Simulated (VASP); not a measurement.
Runs of VASP 6.6.1 on HfS4. The structure is that of space group P6/mmm (No. 191), or close to it. The cells are those of the table. 

```tsv
task	cell	k mesh	cutoff (eV)	k mesh for the DOS	occupations for the DOS	gap on the mesh (eV)	pressure (GPa)	largest force (eV/Å)
relaxation of cell and atoms	relaxed from a = 4.995, b = 4.995, c = 6.240 Å, angles 90.0, 90.0, 120.0°, 5 atoms	6 × 6 × 4	600	-	-	none	-0.1	0.02
single point	a = 4.995, b = 4.995, c = 6.240 Å, angles 90.0, 90.0, 120.0°, 5 atoms	6 × 6 × 4	520	-	-	none	22.6	(a)
single point	a = 4.622, b = 4.622, c = 6.901 Å, angles 90.0, 90.0, 120.0°, 5 atoms	12 × 12 × 6	520	-	-	none	-0.5	0.16
single point	a = 4.624, b = 4.624, c = 6.891 Å, angles 90.0, 90.0, 120.0°, 5 atoms	6 × 6 × 4	520	-	-	none	-0.5	0.16
```

Alike in all rows: level PBE; potentials or basis VASP PAW PBE potentials, release 64 (Hf_pv, S); no spin polarisation; smearing gaussian 0.1 eV.

Q: Estimate the missing entries.

A: (a) 17.86.

Caveats: spin-orbit coupling is left out, which moves the levels of the heavy elements; forces of over 1 eV/Å act on the atoms, so gaps and moduli don't describe the material at rest (some runs).

A k mesh can miss the band edges, and the runs leave out spin-orbit coupling on Hf.

A gap of «none» marks levels without a gap at the run's occupations.
